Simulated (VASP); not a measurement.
# Mo (Im-3m) in VASP: elastic constants with PBE

Aim: the elastic constants of Mo with PBE.

All numbers are computed with VASP 6.6.1; they aren't measurements. Logs are shortened: lines on timing, memory, paths and dates and some standing lists are left out, and cuts for length are marked.

**1. The cell of the first run**

Symmetry: Im-3m, No. 229, cubic system. Conventional cell: a = 3.025 Å, b = 3.025 Å, c = 3.025 Å, α = 90.00°, β = 90.00°, γ = 90.00°. Within 3.5 Å of Mo (site symmetry m-3m) lie 14 Mo at 2.62 to 3.02 Å.

**2. Elastic constants, PBE**

INCAR

```
PREC     = Accurate       # precision mode
ENCUT    = 600            # plane-wave cutoff, eV
EDIFF    = 1E-8           # SCF threshold, eV
ISMEAR   = 0              # smearing method
SIGMA    = 0.3            # smearing width, eV
LREAL    = False          # projectors in reciprocal space
LASPH    = True           # aspherical terms in the spheres
NELM     = 100            # most SCF steps
ALGO     = Normal         # electronic algorithm
ISIF     = 3              # what is computed and relaxed
LWAVE    = False          # write WAVECAR
LCHARG   = False          # write CHGCAR
GGA      = PE             # functional
NBANDS   = 13             # bands
IBRION   = 6              # ionic algorithm
NFREE    = 2            
POTIM    = 0.015          # step
NSW      = 1              # ionic steps
```

KPOINTS

```
regular mesh
0
Gamma
  20 20 20
```

POSCAR

```
Mo
1.0
   -1.5124746086      1.5124746086      1.5124746086
    1.5124746086     -1.5124746086      1.5124746086
    1.5124746086      1.5124746086     -1.5124746086
Mo
1
Direct
    0.0000000000      0.0000000000      0.0000000000
```

Potentials or basis: VASP PAW PBE potentials, release 64 (Mo_sv).

Command:

```
cat potpaw_PBE.64/Mo_sv/POTCAR > POTCAR
mpirun -np 1 vasp_std > vasp.out
```

OUTCAR:

```text
PREC = Accurate
   ENCUT = 600
   EDIFF = 1E-8
   ISMEAR = 0
   LREAL = False
   LASPH = True
   NELM = 100
   ISIF = 3
   GGA = PE
   IBRION = 6
   NFREE = 2
   POTIM = 0.015
   NSW = 1

 ion  position               nearest neighbor table
   1  0.000  0.000  0.000-

  LATTYP: Found a body centered cubic cell.
 ALAT       =     3.0249492172

  Lattice vectors:

 A1 = (  -1.5124746086,   1.5124746086,   1.5124746086)
 A2 = (   1.5124746086,  -1.5124746086,   1.5124746086)
 A3 = (   1.5124746086,   1.5124746086,  -1.5124746086)

Analysis of symmetry for initial positions (statically):
=====================================================================
 Subroutine PRICEL returns:
 Original cell was already a primitive cell.

 Routine SETGRP: Setting up the symmetry group for a
 body centered cubic supercell.

 Subroutine GETGRP returns: Found 48 space group operations
 (whereof 48 operations were pure point group operations)
 out of a pool of 48 trial point group operations.

The static configuration has the point symmetry O_h .

Analysis of symmetry for dynamics (positions and initial velocities):
=====================================================================
 Subroutine PRICEL returns:
 Original cell was already a primitive cell.

 Routine SETGRP: Setting up the symmetry group for a
 body centered cubic supercell.

 Subroutine GETGRP returns: Found 48 space group operations
 (whereof 48 operations were pure point group operations)
 out of a pool of 48 trial point group operations.

The dynamic configuration has the point symmetry O_h .

 Subroutine INISYM returns: Found 48 space group operations
 (whereof 48 operations are pure point group operations),
 and found     1 'primitive' translations

----------------------------------------------------------------------------------------

                                     Primitive cell

  volume of cell :      13.8396

  direct lattice vectors                    reciprocal lattice vectors
    -1.512474609  1.512474609  1.512474609     0.000000000  0.330584062  0.330584062
     1.512474609 -1.512474609  1.512474609     0.330584062  0.000000000  0.330584062
     1.512474609  1.512474609 -1.512474609     0.330584062  0.330584062  0.000000000

  length of vectors
     2.619682867  2.619682867  2.619682867     0.467516464  0.467516464  0.467516464

  position of ions in fractional coordinates (direct lattice)
     0.000000000  0.000000000  0.000000000

  ion indices of the primitive-cell ions
   primitive index   ion index
                 1           1

----------------------------------------------------------------------------------------

 KPOINTS: regular mesh

Automatic generation of k-mesh.
 Grid dimensions read from file:
 generate k-points for:   20   20   20

 Generating k-lattice:

  Cartesian coordinates                     Fractional coordinates (reciprocal lattice)
     0.000000000  0.016529203  0.016529203     0.050000000  0.000000000  0.000000000
     0.016529203  0.000000000  0.016529203     0.000000000  0.050000000  0.000000000
     0.016529203  0.016529203  0.000000000     0.000000000  0.000000000  0.050000000

  Length of vectors
     0.023375823  0.023375823  0.023375823

  Shift w.r.t. Gamma in fractional coordinates (k-lattice)
     0.000000000  0.000000000  0.000000000

 Subroutine IBZKPT returns following result:
 ===========================================

 Found    256 irreducible k-points:

 Following reciprocal coordinates:
            Coordinates               Weight
  0.000000  0.000000  0.000000      1.000000
  0.050000  0.000000  0.000000     12.000000
  0.100000  0.000000  0.000000     12.000000
  0.150000  0.000000  0.000000     12.000000
  0.200000  0.000000  0.000000     12.000000
  0.250000  0.000000  0.000000     12.000000
[... 16 lines left out ...]
  0.200000  0.100000 -0.000000     48.000000
  0.250000  0.100000 -0.000000     48.000000
 [... further k-points ...]
   k-points           NKPTS =    256   k-points in BZ     NKDIM =    256   number of bands    NBANDS=     13
   number of dos      NEDOS =    301   number of ions     NIONS =      1
   total plane-waves  NPLWV =  13824
   dimension x,y,z NGX =    24 NGY =   24 NGZ =   24
[... 39 lines left out ...]
   GGA     = PE    functional components
   LHFCALC =     F    Hartree Fock is set to
   AEXX    =    0.0000 exact exchange contribution
   IVDW    =     0    specifies the selected vdW correction
   LEPSILON=     F    determine dielectric tensor
   LRPA    =     F    only Hartree local field effects (RPA)
 finite differences with symmetry
 non-spin polarized calculation
 Gauss-broadening in eV      SIGMA  =   0.30
  energy-cutoff  :      600.00
  volume of cell :       13.84
 maximum number of plane-waves:       476
 NGX is ok and might be reduce to    24
   NGX = 11   NGY = 11   NGZ = 11

--------------------------------------- Ionic step        1  -------------------------------------------

 number of electron      14.0000002 magnetization

 Free energy of the ion-electron system (eV)
  ---------------------------------------------------
  ext. energy  EPLUGINS =         0.00000000
  ---------------------------------------------------
  free energy    TOTEN  =       -10.69622136 eV

  energy without entropy =      -10.66905229  energy(sigma->0) =      -10.68263682

------------------------ aborting loop because EDIFF is reached ----------------------------------------

  FORCE on cell =-STRESS in cart. coord.  units (eV):
  Direction    XX          YY          ZZ          XY          YZ          ZX
  --------------------------------------------------------------------------------------
  -------------------------------------------------------------------------------------
  Total        3.9553374      3.9553374      3.9553374      0.0000000      0.0000000      0.0000000
  in kB      457.8991675    457.8991675    457.8991675      0.0000000      0.0000000      0.0000000
  external PRESSURE =     457.8991675 kB  Pullay stress =       0.0000000 kB
[... 86 lines left out ...]
  FREE ENERGIE OF THE ION-ELECTRON SYSTEM (eV)
  ---------------------------------------------------
  free  energy   TOTEN  =       -10.6298904100 eV

  energy  without entropy=      -10.6027607439  energy(sigma->0) =      -10.61632558

[... ionic steps 4 to 12 ...]

--------------------------------------- Ionic step       13  -------------------------------------------

 number of electron      14.0000001 magnetization

------------------------ aborting loop because EDIFF is reached ----------------------------------------
[... 65 lines left out ...]
--------------------------------------- Ionic step       15  -------------------------------------------

 number of electron      14.0000001 magnetization

 Free energy of the ion-electron system (eV)
  ---------------------------------------------------
  ext. energy  EPLUGINS =         0.00000000
  ---------------------------------------------------
  free energy    TOTEN  =       -10.69622044 eV

  energy without entropy =      -10.66905137  energy(sigma->0) =      -10.68263591

 E-fermi :  14.6921     XC(G=0): -14.0900

 val. band max:       14.6919874387   @ k =  -0.2500   0.3500   0.1000
 cond. band min:      14.6924856797   @ k =  -0.1500   0.1500   0.1000
 fundamental gap:      0.0004982410
 Fermi energy:        14.6921272304

 k-point     1 :       0.0000    0.0000    0.0000
  band No.  band energies     occupation
      1     -46.6799      2.00000
      2     -19.6018      2.00000
      3     -19.6018      2.00000
      4     -19.6018      2.00000
      5       7.0708      2.00000
      6      13.0326      2.00000
      7      13.0326      2.00000
      8      13.0326      2.00000
      9      16.5360      0.00000
     10      16.5360      0.00000
     11      29.6359      0.00000
     12      29.6359      0.00000
     13      29.6359      0.00000
[... 354 lines left out ...]
  band No.  band energies     occupation
      1     -46.3852      2.00000
      2     -20.9917      2.00000
      3     -20.0526      2.00000
      4     -19.6880      2.00000
      5       9.5186      2.00000
      6      11.3862      2.00000
      7      12.9254      2.00000
      8      15.8180      0.00000
      9      17.1810      0.00000
     10      17.7370      0.00000
     11      29.6044      0.00000
     12      31.4588      0.00000
     13      35.2079      0.00000

 [... further k-points ...]

------------------------ aborting loop because EDIFF is reached ----------------------------------------

  FORCE on cell =-STRESS in cart. coord.  units (eV):
  Direction    XX          YY          ZZ          XY          YZ          ZX
  --------------------------------------------------------------------------------------
  -------------------------------------------------------------------------------------
  Total        3.9552942      3.9552942      3.9552942      0.0000000     -0.0000000      0.0000000
  in kB      457.8941652    457.8941652    457.8941652      0.0000000     -0.0000000      0.0000000
  external PRESSURE =     457.8941652 kB  Pullay stress =       0.0000000 kB
[... 16 lines left out ...]
  FREE ENERGIE OF THE ION-ELECTRON SYSTEM (eV)
  ---------------------------------------------------
  free  energy   TOTEN  =       -10.6962204418 eV

  energy  without entropy=      -10.6690513727  energy(sigma->0) =      -10.68263591

 INTERNAL STRAIN TENSORS FROM STRAINED CELLS
 ============================================

 INTERNAL STRAIN TENSOR FOR ION    1 for displacements in x,y,z  (eV/Angst):
          X           Y           Z          XY          YZ          ZX
  --------------------------------------------------------------------------------
  x    -0.00000    -0.00000    -0.00000     0.00000     0.00000    -0.00000
  y    -0.00000    -0.00000     0.00000    -0.00000    -0.00000     0.00000
  z    -0.00000     0.00000     0.00000     0.00000    -0.00000    -0.00000

 INTERNAL STRAIN TENSORS FROM DISPLACED ATOMS
 ============================================

 INTERNAL STRAIN TENSOR FOR ION    1 for displacements in x,y,z  (eV/Angst):
          X           Y           Z          XY          YZ          ZX
  --------------------------------------------------------------------------------
  x     0.00000     0.00000     0.00000     0.00000     0.00000     0.00000
  y     0.00000     0.00000     0.00000     0.00000     0.00000     0.00000
  z     0.00000     0.00000     0.00000     0.00000     0.00000     0.00000

 Eigenvectors and eigenvalues of the dynamical matrix
 ----------------------------------------------------

   1 f  =    0.000000 THz     0.000000 2PiTHz    0.000000 cm-1     0.000000 meV
             X         Y         Z           dx          dy          dz
      0.000000  0.000000  0.000000     0.976187    0.216930    0.000000

   2 f  =    0.000000 THz     0.000000 2PiTHz    0.000000 cm-1     0.000000 meV
             X         Y         Z           dx          dy          dz
      0.000000  0.000000  0.000000     0.000000    0.000000    1.000000

   3 f  =    0.000000 THz     0.000000 2PiTHz    0.000000 cm-1     0.000000 meV
             X         Y         Z           dx          dy          dz
      0.000000  0.000000  0.000000     0.216930   -0.976187    0.000000

--------------------------------------------------------------------------------------------------------

 ELASTIC MODULI CONTR FROM IONIC RELAXATION (kBar)
 Direction    XX          YY          ZZ          XY          YZ          ZX
 --------------------------------------------------------------------------------
 XX           0.0000      0.0000      0.0000      0.0000      0.0000      0.0000
 YY           0.0000      0.0000      0.0000      0.0000      0.0000      0.0000
 ZZ           0.0000      0.0000      0.0000      0.0000      0.0000      0.0000
 XY           0.0000      0.0000      0.0000      0.0000      0.0000      0.0000
 YZ           0.0000      0.0000      0.0000      0.0000      0.0000      0.0000
 ZX           0.0000      0.0000      0.0000      0.0000      0.0000      0.0000
 --------------------------------------------------------------------------------

 TOTAL ELASTIC MODULI (kBar)
 Direction    XX          YY          ZZ          XY          YZ          ZX
 --------------------------------------------------------------------------------
 XX        6556.4626   2573.1103   2573.1103      0.0000      0.0000     -0.0000
 YY        2573.1103   6556.4626   2573.1103     -0.0000      0.0000      0.0000
 ZZ        2573.1103   2573.1103   6556.4626      0.0000     -0.0000     -0.0000
 XY           0.0000     -0.0000      0.0000   1561.3302     -0.0000     -0.0000
 YZ           0.0000      0.0000     -0.0000     -0.0000   1561.3302     -0.0000
 ZX          -0.0000      0.0000     -0.0000     -0.0000     -0.0000   1561.3302
 --------------------------------------------------------------------------------
```

Wall time 42 min (1 thread of Intel Xeon 8259CL, shared host); peak memory 0.82 GiB.

Results:

| Property | Result |
| --- | --- |
| Elastic constants C11, C12, C44 | 656, 257, 156 GPa |
| Voigt bulk modulus | 390 GPa |

Elastic tensor in Voigt notation (GPa, in the Cartesian axes of the cell as first typed):
```
656 257 257   0   0   0
257 656 257   0   0   0
257 257 656   0   0   0
  0   0   0 156   0   0
  0   0   0   0 156   0
  0   0   0   0   0 156
```

Clamped-ion elastic tensor (GPa):
```
656 257 257   0   0   0
257 656 257   0   0   0
257 257 656   0   0   0
  0   0   0 156   0   0
  0   0   0   0 156   0
  0   0   0   0   0 156
```

Caveat: the cell is under stress, which shifts elastic constants.
